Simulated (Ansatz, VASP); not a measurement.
## Two plane-wave programs on AlN

File INCAR:

```
PREC = Accurate
ENCUT = 520
EDIFF = 1E-7
ISMEAR = 0
SIGMA = 0.05
LREAL = F
LASPH = T
NELM = 60
ALGO = Normal
ISIF = 2
LWAVE = F
LCHARG = T
GGA = PE
LELF = T
LVHAR = T
NBANDS = 16
```

KPOINTS

```
regular mesh
0
Gamma
  9 9 6
```

File POSCAR:

```
AlN
1.0
    3.1986817736      0.0000000000      0.0000000000
   -1.5993408868      2.7701396745      0.0000000000
    0.0000000000      0.0000000000      4.7088346859
Al N
2 2
Direct
    0.3333333333      0.6666666667      0.0000000000
    0.6666666667      0.3333333333      0.5000000000
    0.3333333333      0.6666666667      0.3850000000
    0.6666666667      0.3333333333      0.8850000000
```

Input for Ansatz:

```yaml
crystal:
  lattice:
    - [3.1986817736, 0.0, 0.0]
    - [-1.5993408868, 2.7701396745, 0.0]
    - [0.0, 0.0, 4.7088346859]
  atoms:
    - { symbol: Al, position: [0.3333333333, 0.6666666667, 0.0] }
    - { symbol: Al, position: [0.6666666667, 0.3333333333, 0.5] }
    - { symbol: "N", position: [0.3333333333, 0.6666666667, 0.385] }
    - { symbol: "N", position: [0.6666666667, 0.3333333333, 0.885] }
basis:
  ecutwfc: 420
kpoints:
  mp_grid: { grid: [9, 9, 6] }
hamiltonian:
  xc: pbe
scf:
  occupations: { method: gaussian, width: 0.05 }
output:
  forces: true
  stress: true
  eigenvalues: true
```

Alike in both runs: task single point; functional PBE; k mesh 9 × 9 × 6; occupations gaussian, width 0.05 eV; no spin polarisation.

|  | VASP | Ansatz |
| --- | --- | --- |
| version | VASP 6.6.1 | Ansatz 0.2.0 |
| potentials or method | VASP PAW PBE potentials, release 64 (Al, N), cutoff 520 eV | scalar-relativistic, plane waves, PAW |
| valence electrons in the cell | 16 | 16 |

VASP gave:

- gap on the k mesh at the Fermi level (eV): 3.93
- least direct gap on the mesh (eV): 3.93
- pressure (GPa): 4.3
- traceless stress, the component that is largest in VASP (GPa): 21.48
- rms of the force components (eV/Å): 0.652

Question: Estimate Ansatz's values.

Answer: gap on the k mesh at the Fermi level (eV): 3.92; least direct gap on the mesh (eV): 3.92; pressure (GPa): 4.6; traceless stress, the component that is largest in VASP (GPa): 21.25; rms of the force components (eV/Å): 0.649.

Atom by atom the forces differ by 0.003 eV/Å (rms over components).
